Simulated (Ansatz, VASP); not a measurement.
**HfO2 in VASP and in Ansatz**

```xyz
6
Lattice="3.5816 0.0000 0.0000 0.0000 3.5816 0.0000 0.0000 0.0000 5.2061" Properties=species:S:1:pos:R:3 pbc="T T T"
Hf    0.0000    0.0000    0.0000
Hf    1.7908    1.7908    2.6031
O     0.0000    1.7908    1.0267
O     1.7908    0.0000    1.5764
O     1.7908    0.0000    4.1794
O     0.0000    1.7908    3.6297
```

Change from the starting cell: volume scaled by 1.02.

Alike in both runs: task single point; functional PBEsol; k mesh 8 × 8 × 5; occupations fermi-dirac, width 0.05 eV; no spin polarisation.

|  | VASP | Ansatz |
| --- | --- | --- |
| version | VASP 6.6.1 | Ansatz 0.2.0 |
| potentials or method | VASP PAW PBE potentials, release 64 (Hf_pv, O), cutoff 520 eV | all-electron LAPW, scalar-relativistic |

|  | VASP | Ansatz | Ansatz less VASP |
| --- | --- | --- | --- |
| gap on the k mesh at the Fermi level (eV) | 4.56 | 4.57 | +0.010 |
| least direct gap on the mesh (eV) | 4.63 | 4.64 | +0.002 |
| pressure (GPa) | -6.3 | -3.1 | +3.16 |
| rms of the force components (eV/Å) | 0.023 | 0.009 | -0.0145 |

VASP's potentials were made for PBE, not for PBEsol. Atom by atom the forces differ by 0.015 eV/Å (rms over components). Ansatz ran all-electron here, and VASP with PAW potentials.

Neither program's run includes spin-orbit coupling.
